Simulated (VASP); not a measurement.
# Br (C2/m) in VASP: further runs, part 2 of 2

VASP 6.6.1. The steps go on from the part before.

## 3. Single point, PBE+D3(BJ)

Input file INCAR:

```
PREC     = Accurate       # precision mode
ENCUT    = 520            # plane-wave cutoff, eV
EDIFF    = 1E-6           # SCF threshold, eV
ISMEAR   = 0              # smearing method
SIGMA    = 0.15           # smearing width, eV
LREAL    = F              # projectors in reciprocal space
LASPH    = T              # aspherical terms in the spheres
NELM     = 60             # most SCF steps
ALGO     = Normal         # electronic algorithm
ISIF     = 2              # what is computed and relaxed
LWAVE    = F              # write WAVECAR
LCHARG   = F              # write CHGCAR
GGA      = PE             # functional
IVDW     = 12             # dispersion correction
NBANDS   = 10             # bands
```

Input file KPOINTS:

```
regular mesh
0
Gamma
  22 22 22
```

Input file POSCAR:

```
Br
1.0
   -1.4169820878      1.3221112799      3.3755530901
    1.3221112799     -1.4169820878      3.3755530901
    1.3790240285      1.3790240285     -3.4135111495
Br
1
Direct
    0.0000000000      0.0000000000      0.0000000000
```

Potentials or basis: VASP PAW PBE potentials, release 64 (Br).

Started as:

```
> cat potpaw_PBE.64/Br/POTCAR > POTCAR
> mpirun -np 1 vasp_std > vasp.out
```

OUTCAR:

```text
PREC = Accurate
   ENCUT = 520
   EDIFF = 1E-6
   ISMEAR = 0
   LREAL = F
   LASPH = T
   NELM = 60
   ISIF = 2
   GGA = PE
   IVDW = 12
 IVDW          = 12

 ion  position               nearest neighbor table
   1  0.000  0.000  0.000-

  Warning from LATTYP: Got some problem with cell dimensions!
  Tried to take original basis but could not verify dimensions!
  LATTYP: Found a base centered monoclinic cell.
 ALAT       =     3.7670664153
 B/A-ratio  =     1.0282969723
 C/A-ratio  =     1.0086600517
 COS(beta)  =    -0.4601525912

  Lattice vectors:

 A1 = (  -0.0379580593,   2.7011353084,  -0.0379580594)
 A2 = (   2.7011353084,  -0.0379580593,  -0.0379580594)
 A3 = (  -1.2841532206,  -1.2841532206,  -3.3375950307)

Analysis of symmetry for initial positions (statically):
=====================================================================
 Subroutine PRICEL returns:
 Original cell was already a primitive cell.

 Routine SETGRP: Setting up the symmetry group for a
 base centered monoclinic supercell.

 Subroutine GETGRP returns: Found  4 space group operations
 (whereof  4 operations were pure point group operations)
 out of a pool of  4 trial point group operations.
[... 170 lines left out ...]
  band No.  band energies     occupation
      1     -14.2279      2.00000
      2       0.4397      2.00000
      3       4.5174      0.00000
      4       4.6589      0.00000
      5       8.3924      0.00000
      6      12.8473      0.00000
      7      14.1314      0.00000
      8      19.5388      0.00000
      9      19.6935      0.00000
     10      20.3496      0.00000
[... 287 lines left out ...]
 k-point    24 :      -0.4545    0.0455    0.0000
  band No.  band energies     occupation
      1     -11.9611      2.00000
      2      -3.6811      2.00000
      3       0.7737      2.00000
      4       5.4930      0.00000
      5       8.8624      0.00000
      6      15.7693      0.00000
      7      16.0817      0.00000
      8      17.8325      0.00000
      9      20.6058      0.00000
     10      21.9683      0.00000

 [... further k-points ...]

------------------------ aborting loop because EDIFF is reached ----------------------------------------

 Edisp (eV)   -0.29751

 E8    (eV) :    -0.1179

  FORCE on cell =-STRESS in cart. coord.  units (eV):
  Direction    XX          YY          ZZ          XY          YZ          ZX
  --------------------------------------------------------------------------------------
  -------------------------------------------------------------------------------------
  Total       1.81134     1.81134     0.20947    -0.02291     0.01743     0.01743
  in kB     117.90533   117.90533    13.63466    -1.49101     1.13428     1.13428
  external pressure =       83.15 kB  Pullay stress =        0.00 kB

 VOLUME and BASIS-vectors are now :
 -----------------------------------------------------------------------------
  energy-cutoff  :      520.00
  volume of cell :       24.61
      direct lattice vectors                 reciprocal lattice vectors
    -1.416982088  1.322111280  3.375553090     0.007390800  0.372475106  0.153461989
     1.322111280 -1.416982088  3.375553090     0.372475106  0.007390800  0.153461989
     1.379024028  1.379024028 -3.413511150     0.375641818  0.375641818  0.010557512

 POSITION                                       TOTAL-FORCE (eV/Angst)
 -----------------------------------------------------------------------------------
      0.00000      0.00000      0.00000         0.000000      0.000000      0.000000
 -----------------------------------------------------------------------------------
    total drift:                                0.000000      0.000000     -0.000000

  FREE ENERGIE OF THE ION-ELECTRON SYSTEM (eV)
  ---------------------------------------------------
  free  energy   TOTEN  =        -1.6046979557 eV

  energy  without entropy=       -1.6002948188  energy(sigma->0) =       -1.60249639
```

stdout:

```text
POSCAR found type information on POSCAR Br
 POSCAR found :  1 types and       1 ions
 scaLAPACK will be used
 LDA part: xc-table for (Slater+PW92), standard interpolation
 POSCAR, INCAR and KPOINTS ok, starting setup
 FFT: planning ... GRIDC
 FFT: planning ... GRID_SOFT
 FFT: planning ... GRID
 WAVECAR not read
 entering main loop
```

It took 23 min on 1 thread of Intel Xeon 8259CL, shared host; peak memory 0.74 GiB.

What came out:

| Item | Value |
| --- | --- |
| Free energy | -1.6047 eV |
| Pressure | 8.3 GPa |
| Band gap on the k mesh | zero (an odd number of electrons rules out a gap without spin polarisation) |
| Dispersion energy per atom | -0.298 eV |

Caveat: the stress differs along the axes, from 1 to 12 GPa; an odd number of electrons without spin polarisation forces a metal; a magnetic or distorted state may lie lower.

## 4. Single point, PBE+D3(BJ)

Input file INCAR:

```
PREC     = Accurate       # precision mode
ENCUT    = 520            # plane-wave cutoff, eV
EDIFF    = 1E-6           # SCF threshold, eV
ISMEAR   = 0              # smearing method
SIGMA    = 0.15           # smearing width, eV
LREAL    = False          # projectors in reciprocal space
LASPH    = True           # aspherical terms in the spheres
NELM     = 100            # most SCF steps
ALGO     = Normal         # electronic algorithm
ISIF     = 2              # what is computed and relaxed
LWAVE    = False          # write WAVECAR
LCHARG   = True           # write CHGCAR
GGA      = PE             # functional
IVDW     = 12             # dispersion correction
LELF     = True           # ELF
LVHAR    = True         
NBANDS   = 10             # bands
```

KPOINTS is that of step 3.

Input file POSCAR:

```
Br
1.0
   -1.2841532206      1.3790240285      3.3755530901
    1.3790240285     -1.2841532206      3.3755530901
    1.3221112799      1.3221112799     -3.3375950308
Br
1
Direct
    0.0000000000      0.0000000000      0.0000000000
```

Started as:

```
> cat potpaw_PBE.64/Br/POTCAR > POTCAR
> mpirun -np 1 vasp_std > vasp.out
```

Wall time 23 min (1 thread of Intel Xeon 8259CL, shared host); peak memory 0.73 GiB.

The run converged. Its results:

- Free energy: -1.6049 eV
- Pressure: 8.3 GPa
- Band gap on the k mesh: zero (an odd number of electrons rules out a gap without spin polarisation)
- Dispersion energy per atom: -0.297 eV

Stress tensor (GPa, compression positive):
```
11.79  0.18 -0.08
 0.18 11.79 -0.08
-0.08 -0.08  1.35
```

Levels at points of the mesh, in eV from the Fermi level:
```csv
k point,band 2,band 3,band 4,band 5,band 6,band 7
"(0.00, 0.00, 0.00)",-2.96,1.12,1.26,4.99,9.45,10.73
"(0.50, 0.00, 0.00)",-7.32,-2.41,2.39,5.68,12.35,13.11
"(0.50, 0.50, 0.00)",-5.45,-5.38,-0.98,4.40,7.40,12.71
"(0.00, 0.00, 0.50)",-5.77,-5.05,-0.86,4.44,7.82,12.14
"(0.50, 0.00, 0.50)",-7.27,-2.67,2.36,5.32,12.23,13.70
"(0.50, 0.50, 0.50)",-5.91,0.86,1.02,8.82,9.58,12.85
```

Caveat: the stress differs along the axes, from 1 to 12 GPa; an odd number of electrons without spin polarisation forces a metal; a magnetic or distorted state may lie lower.

## 5. The runs side by side

| cell | gap on the mesh (eV) | pressure (GPa) |
| --- | --- | --- |
| a = 3.872, b = 3.872, c = 3.852 Å, angles 139.1, 139.1, 58.7°, 1 atom | none | 8.3 |
| a = 3.892, b = 3.892, c = 3.931 Å, angles 139.6, 139.6, 59.7°, 1 atom | none | 8.3 |
| a = 3.866, b = 3.866, c = 3.826 Å, angles 138.9, 138.9, 58.3°, 1 atom | none | 8.3 |

Alike in all rows: task single point; level PBE+D3(BJ); potentials or basis VASP PAW PBE potentials, release 64 (Br); no spin polarisation; k mesh 22 × 22 × 22; cutoff (eV) 520; smearing gaussian 0.15 eV.

Caveats: the stress differs along the axes, from 1 to 12 GPa; an odd number of electrons without spin polarisation forces a metal; a magnetic or distorted state may lie lower.

Absolute energies hang on the potentials; compare differences alone.
